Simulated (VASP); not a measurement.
# Li2ZrN3 (P4/mmm) in VASP: notebook

The runs below take Li2ZrN3 through single point, relaxation of cell and atoms, with PBE.

All numbers are computed with VASP 6.6.1; they aren't measurements. Logs are shortened: lines on timing, memory, paths and dates and some standing lists are left out, and cuts for length are marked.

## Step 1: The cell of the first run

Symmetry: P4/mmm, No. 123, tetragonal system. The conventional cell has a = 4.123 Å, b = 4.123 Å, c = 4.180 Å, α = 90.00°, β = 90.00°, γ = 90.00°. Within 2.7 Å of Li (site symmetry mmm) lie 6 N at 2.06 to 2.15 Å. Within 2.8 Å of Zr (site symmetry 4/mmm) lie 2 N at 2.09 Å. Within 1.6 Å of N (site symmetry 4mm) lie 1 N at 1.21 Å. N (site symmetry 4/mmm) has 4 Li at 2.06 Å and 2 Zr at 2.09 Å within 2.7 Å.

The cell was generated, and may not be a known phase.

## Step 2: Single point, PBE

The input, INCAR:

```
SYSTEM = Li2ZrN3
ALGO = Normal ; EDIFF = 1E-6
ENCUT = 520 ; GGA = PE
ISIF = 2 ; ISMEAR = 0
LASPH = .TRUE. ; LCHARG = .FALSE.
LREAL = .FALSE. ; LWAVE = .FALSE.
NBANDS = 26 ; NELM = 60
PREC = Accurate ; SIGMA = 0.1
```

The input, KPOINTS:

```
k-points
0
G
  10 10 10
  0 0 0
```

The input, POSCAR:

```
Li2ZrN3
1.0
    4.1232248866      0.0000000000      0.0000000000
    0.0000000000      4.1232248866      0.0000000000
    0.0000000000      0.0000000000      4.1802714329
Li Zr N
2 1 3
Direct
    0.0000000000      0.5000000000      0.5000000000
    0.5000000000      0.0000000000      0.5000000000
    0.0000000000      0.0000000000      0.0000000000
    0.5000000000      0.5000000000      0.3554810363
    0.5000000000      0.5000000000      0.6445189637
    0.0000000000      0.0000000000      0.5000000000
```

Potentials or basis: VASP PAW PBE potentials, release 64 (Li_sv, Zr_sv, N).

Launch:

```bash
$ cat potpaw_PBE.64/Li_sv/POTCAR potpaw_PBE.64/Zr_sv/POTCAR potpaw_PBE.64/N/POTCAR > POTCAR
$ mpirun -np 1 vasp_std > vasp.out
```

OUTCAR:

```text
SYSTEM = Li2ZrN3
   EDIFF = 1E-6
   ENCUT = 520
   GGA = PE
   ISIF = 2
   ISMEAR = 0
   LASPH = .TRUE.
   LREAL = .FALSE.
   NELM = 60
   PREC = Accurate

 ion  position               nearest neighbor table
   1  0.000  0.500  0.500-   6 2.06   6 2.06   4 2.15   5 2.15   4 2.15   5 2.15   3 2.94   3 2.94
                             3 2.94   3 2.94
   2  0.500  0.000  0.500-   6 2.06   6 2.06   4 2.15   4 2.15   5 2.15   5 2.15   3 2.94   3 2.94
                             3 2.94   3 2.94
   3  0.000  0.000  0.000-   6 2.09   6 2.09   1 2.94   1 2.94   2 2.94   2 2.94   1 2.94   1 2.94
                             2 2.94   2 2.94
   4  0.500  0.500  0.355-   5 1.21   2 2.15   1 2.15   2 2.15   1 2.15
   5  0.500  0.500  0.645-   4 1.21   2 2.15   1 2.15   2 2.15   1 2.15
   6  0.000  0.000  0.500-   1 2.06   2 2.06   1 2.06   2 2.06   3 2.09   3 2.09

  LATTYP: Found a simple tetragonal cell.
 ALAT       =     4.1232248866
 C/A-ratio  =     1.0138354196

  Lattice vectors:

 A1 = (   4.1232248866,   0.0000000000,   0.0000000000)
 A2 = (   0.0000000000,   4.1232248866,   0.0000000000)
 A3 = (   0.0000000000,   0.0000000000,   4.1802714329)

Analysis of symmetry for initial positions (statically):
=====================================================================
 Subroutine PRICEL returns:
 Original cell was already a primitive cell.

 Routine SETGRP: Setting up the symmetry group for a
 simple tetragonal supercell.

 Subroutine GETGRP returns: Found 16 space group operations
 (whereof 16 operations were pure point group operations)
 out of a pool of 16 trial point group operations.

The static configuration has the point symmetry D_4h.

Analysis of symmetry for dynamics (positions and initial velocities):
=====================================================================
 Subroutine PRICEL returns:
 Original cell was already a primitive cell.

 Routine SETGRP: Setting up the symmetry group for a
 simple tetragonal supercell.

 Subroutine GETGRP returns: Found 16 space group operations
 (whereof 16 operations were pure point group operations)
 out of a pool of 16 trial point group operations.

The dynamic configuration has the point symmetry D_4h.

 Subroutine INISYM returns: Found 16 space group operations
 (whereof 16 operations are pure point group operations),
 and found     1 'primitive' translations

----------------------------------------------------------------------------------------

                                     Primitive cell
[... 103 lines left out ...]
   IBRION =     -1    ionic relax: 0-MD 1-quasi-New 2-CG
   NFREE  =      0    steps in history (QN), initial steepest desc. (CG)
   ISIF   =      2    stress and relaxation
   ISYM   =      2    0-nonsym 1-usesym 2-fastsym
   POTIM  = 0.5000    time-step for ionic-motion
   TEBEG  =    0.0;   TEEND  =   0.0 temperature during run
   PSTRESS=    0.0 pullay stress
   NELECT =      33.0000    total number of electrons
   NUPDOWN=      -1.0000    fix difference up-down
   EMIN   =  10.00;   EMAX   =-10.00  energy-range for DOS
   EFERMI =   0.00;   METHOD = LEGACY
   ISMEAR =     0;   SIGMA  =   0.10  broadening in eV -4-tet -1-fermi 0-gaus
   EFERMI_NEDOS =   21; number of points for ismear=-14 and -15
   IALGO  =     38    algorithm
   IMIX   =      4    mixing-type and parameters
     AMIX     =   0.40;   BMIX     =  1.00
     AMIX_MAG =   1.60;   BMIX_MAG =  1.00
  volume/ion in A,a.u.               =      11.84        79.93
  Fermi-wavevector in a.u.,A,eV,Ry     =   1.267710  2.395625 21.865774  1.607089
  Thomas-Fermi vector in A             =   2.400844
   LORBIT       =      0    0 simple, 1 ext, 2 COOP (PROOUT), +10 PAW based schemes
   GGA     = PE    functional components
   LHFCALC =     F    Hartree Fock is set to
   AEXX    =    0.0000 exact exchange contribution
   IVDW    =     0    specifies the selected vdW correction
   LEPSILON=     F    determine dielectric tensor
   LRPA    =     F    only Hartree local field effects (RPA)
 non-spin polarized calculation
 Gauss-broadening in eV      SIGMA  =   0.10
  energy-cutoff  :      520.00
  volume of cell :       71.07
 maximum number of plane-waves:      1940
 NGX is ok and might be reduce to    32
   NGX = 15   NGY = 15   NGZ = 15

 number of electron      32.9999989 magnetization

 Free energy of the ion-electron system (eV)
  ---------------------------------------------------
  ext. energy  EPLUGINS =         0.00000000
  ---------------------------------------------------
  free energy    TOTEN  =       -38.30563783 eV

  energy without entropy =      -38.29575375  energy(sigma->0) =      -38.30069579

 E-fermi :   5.1274     XC(G=0): -10.1776

 val. band max:        5.1224170419   @ k =   0.3000   0.0000   0.5000
 cond. band min:       5.1319116617   @ k =   0.4000   0.3000   0.1000
 fundamental gap:      0.0094946197
 Fermi energy:         5.1273866654

 k-point     1 :       0.0000    0.0000    0.0000
  band No.  band energies     occupation
      1     -44.1248      2.00000
      2     -39.8416      2.00000
      3     -39.8112      2.00000
      4     -22.2578      2.00000
      5     -22.2578      2.00000
      6     -21.9988      2.00000
[... 685 lines left out ...]
     25      13.6986      0.00000
     26      14.0792      0.00000

 [... further k-points ...]

------------------------ aborting loop because EDIFF is reached ----------------------------------------

  FORCE on cell =-STRESS in cart. coord.  units (eV):
  Direction    XX          YY          ZZ          XY          YZ          ZX
  --------------------------------------------------------------------------------------
  -------------------------------------------------------------------------------------
  Total       -0.0700779     -0.0700779      0.5323611      0.0000000     -0.0000000      0.0000000
  in kB       -1.5798400     -1.5798400     12.0015787      0.0000000     -0.0000000      0.0000000
  external PRESSURE =       2.9472996 kB  Pullay stress =       0.0000000 kB

 VOLUME and BASIS-vectors are now :
 -----------------------------------------------------------------------------
  energy-cutoff  :      520.00
  volume of cell :       71.07
      direct lattice vectors                 reciprocal lattice vectors
     4.123224887  0.000000000  0.000000000     0.242528610  0.000000000  0.000000000
     0.000000000  4.123224887  0.000000000     0.000000000  0.242528610  0.000000000
     0.000000000  0.000000000  4.180271433     0.000000000  0.000000000  0.239218916

 POSITION                                       TOTAL-FORCE (eV/Angst)
 -----------------------------------------------------------------------------------
      0.00000      2.06161      2.09014         0.000000      0.000000      0.000000
      2.06161      0.00000      2.09014         0.000000      0.000000      0.000000
      0.00000      0.00000      0.00000         0.000000      0.000000      0.000000
      2.06161      2.06161      1.48601         0.000000      0.000000     -0.407973
      2.06161      2.06161      2.69426         0.000000      0.000000      0.407973
      0.00000      0.00000      2.09014         0.000000      0.000000      0.000000
 -----------------------------------------------------------------------------------
    total drift:                                0.000000     -0.000000      0.000000

  FREE ENERGIE OF THE ION-ELECTRON SYSTEM (eV)
  ---------------------------------------------------
  free  energy   TOTEN  =       -38.3056378267 eV

  energy  without entropy=      -38.2957537482  energy(sigma->0) =      -38.30069579
```

OSZICAR:

```text
N       E                     dE             d eps       ncg     rms          rms(c)
DAV:   1     0.248694791265E+03    0.24869E+03   -0.16242E+04  6560   0.130E+03
DAV:   2    -0.252834373345E+02   -0.27398E+03   -0.25750E+03  8046   0.349E+02
DAV:   3    -0.467159312151E+02   -0.21432E+02   -0.21140E+02 10440   0.835E+01
DAV:   4    -0.480434471040E+02   -0.13275E+01   -0.13217E+01  9798   0.181E+01
DAV:   5    -0.480836292921E+02   -0.40182E-01   -0.40180E-01  9418   0.260E+00    0.204E+01
DAV:   6    -0.392758722459E+02    0.88078E+01   -0.39984E+01  7946   0.317E+01    0.848E+00
DAV:   7    -0.384706019152E+02    0.80527E+00   -0.51666E+00  8352   0.119E+01    0.599E+00
DAV:   8    -0.383382001047E+02    0.13240E+00   -0.34086E-01  8048   0.333E+00    0.287E+00
DAV:   9    -0.383067295286E+02    0.31471E-01   -0.12646E-01  8202   0.201E+00    0.548E-01
DAV:  10    -0.383055400841E+02    0.11894E-02   -0.15347E-02  8096   0.781E-01    0.261E-01
DAV:  11    -0.383056234781E+02   -0.83394E-04   -0.18313E-03  8926   0.278E-01    0.917E-02
DAV:  12    -0.383056615940E+02   -0.38116E-04   -0.31819E-04  8238   0.117E-01    0.683E-02
DAV:  13    -0.383056353981E+02    0.26196E-04   -0.11191E-04  7440   0.723E-02    0.789E-03
DAV:  14    -0.383056372076E+02   -0.18095E-05   -0.82858E-06  9530   0.155E-02    0.618E-03
DAV:  15    -0.383056378267E+02   -0.61909E-06   -0.22193E-06  6242   0.987E-03
   1 F= -.38305638E+02 E0= -.38300696E+02  d E =-.988408E-02
```

stdout:

```text
POSCAR found type information on POSCAR LiZrN
 POSCAR found :  3 types and       6 ions
 scaLAPACK will be used
 LDA part: xc-table for (Slater+PW92), standard interpolation
 POSCAR, INCAR and KPOINTS ok, starting setup
 FFT: planning ... GRIDC
 FFT: planning ... GRID_SOFT
 FFT: planning ... GRID
 WAVECAR not read
 entering main loop
```

It took 6.8 min on 1 thread of Intel Xeon 8259CL, shared host; peak memory 0.29 GiB.

Results:

```
Free energy            : -38.3056 eV
Largest force          : 0.408 eV/Å
Band gap on the k mesh : zero (an odd number of electrons rules out a gap without spin polarisation)
```

Forces on the atoms (eV/Å):
```
Li   0.000  0.000  0.000
Li   0.000  0.000  0.000
Zr   0.000  0.000  0.000
N    0.000  0.000 -0.408
N    0.000  0.000  0.408
N    0.000  0.000  0.000
```

Caveat: the cutoff is under 1.25 times the usual one of these potentials, so pressure, stress and relaxed cells hold a basis-set (Pulay) error; the standard files for N, O and F lose accuracy on very short bonds; an odd number of electrons without spin polarisation forces a metal; a magnetic or distorted state may lie lower.

## Step 3: Relaxation of cell and atoms, PBE

This run uses another cell than the first one, of 11.74 Å³/atom.

The input, INCAR:

```
  PREC = Accurate
  ENCUT = 600
  EDIFF = 1E-7
  ISMEAR = 0
  SIGMA = 0.1
  LREAL = F
  LASPH = T
  NELM = 80
  ALGO = Normal
  ISIF = 3
  LWAVE = F
  LCHARG = F
  GGA = PE
  IBRION = 2
  NSW = 100
  EDIFFG = -0.01
```

The input, KPOINTS:

```
regular mesh
0
Gamma
  10 10 10
```

The input, POSCAR:

```
Li2ZrN3
1.0
    4.1035803143      0.0000000000      0.0000000000
    0.0000000000      4.1035803143      0.0000000000
    0.0000000000      0.0000000000      4.1834792186
Li Zr N
2 1 3
Direct
    0.0000000000      0.5000000000      0.5000000000
    0.5000000000      0.0000000000      0.5000000000
    0.0000000000      0.0000000000      0.0000000000
    0.5000000000      0.5000000000      0.3553149968
    0.5000000000      0.5000000000      0.6446850032
    0.0000000000      0.0000000000      0.5000000000
```

Potentials or basis: VASP PAW PBE potentials, release 64 (Li_sv, Zr_sv, N).

Launch:

```bash
$ cat potpaw_PBE.64/Li_sv/POTCAR potpaw_PBE.64/Zr_sv/POTCAR potpaw_PBE.64/N/POTCAR > POTCAR
$ mpirun -np 1 vasp_std > vasp.out
```

Wall time 15 min (1 thread of Intel Xeon 8259CL, shared host); peak memory 0.34 GiB.

Results (log left out):

```
Free energy                           : -38.3124 eV
Relaxed volume                        : 11.74 Å³/atom
Relaxed cell                          : a = 4.106 Å, b = 4.106 Å, c = 4.177 Å, α = 90.00°, β = 90.00°, γ = 90.00°
Space group after relaxing (to 0.1 Å) : P4/mmm (No. 123)
Energy gained by relaxing             : 0.2 meV/atom
Ionic steps                           : 5
Pressure after relaxing               : 0.0 GPa
Largest force after relaxing          : 0.006 eV/Å
Band gap on the k mesh                : zero (an odd number of electrons rules out a gap without spin polarisation)
```

Forces on the atoms (eV/Å):
```
Li   0.000  0.000  0.000
Li   0.000  0.000  0.000
Zr   0.000  0.000  0.000
N    0.000  0.000  0.006
N    0.000  0.000 -0.006
N    0.000  0.000  0.000
```

Step by step:
```csv
step,energy change (eV),largest force (eV/Å),pressure (GPa),volume (Å³)
1,0.0000,0.3501,0.35,70.45
2,0.0250,1.5939,-2.60,70.71
3,-0.0009,0.0062,-0.14,70.49
4,-0.0013,0.0079,0.09,70.42
5,-0.0013,0.0056,0.05,70.43
```

Final structure:
```xyz
6
Lattice="4.1062 0.0000 0.0000 0.0000 4.1062 0.0000 0.0000 0.0000 4.1770" Properties=species:S:1:pos:R:3 pbc="T T T"
Li    0.0000    2.0531    2.0885
Li    2.0531    0.0000    2.0885
Zr    0.0000    0.0000    0.0000
N     2.0531    2.0531    1.4803
N     2.0531    2.0531    2.6967
N     0.0000    0.0000    2.0885
```

Levels at points of the mesh, in eV from the Fermi level:
| k point | band 14 | band 15 | band 16 | band 17 | band 18 | band 19 | band 20 |
| --- | --- | --- | --- | --- | --- | --- | --- |
| (0.00, 0.00, 0.00) | -1.58 | -0.57 | -0.38 | 0.57 | 0.57 | 0.58 | 1.82 |
| (0.50, 0.00, 0.00) | -1.67 | -0.99 | -0.07 | 0.95 | 1.33 | 1.51 | 1.66 |
| (0.50, 0.50, 0.00) | -1.07 | -0.75 | -0.75 | -0.40 | 1.70 | 2.21 | 2.85 |
| (0.00, 0.00, 0.50) | -2.61 | -2.61 | -0.49 | -0.14 | 0.73 | 0.73 | 1.96 |
| (0.50, 0.00, 0.50) | -3.32 | -2.60 | -2.02 | -0.27 | 1.96 | 2.90 | 3.29 |
| (0.50, 0.50, 0.50) | -2.18 | -2.18 | -0.89 | -0.89 | 1.39 | 2.32 | 3.70 |

Caveat: the cutoff is under 1.25 times the usual one of these potentials, so pressure, stress and relaxed cells hold a basis-set (Pulay) error; the standard files for N, O and F lose accuracy on very short bonds; an odd number of electrons without spin polarisation forces a metal; a magnetic or distorted state may lie lower.
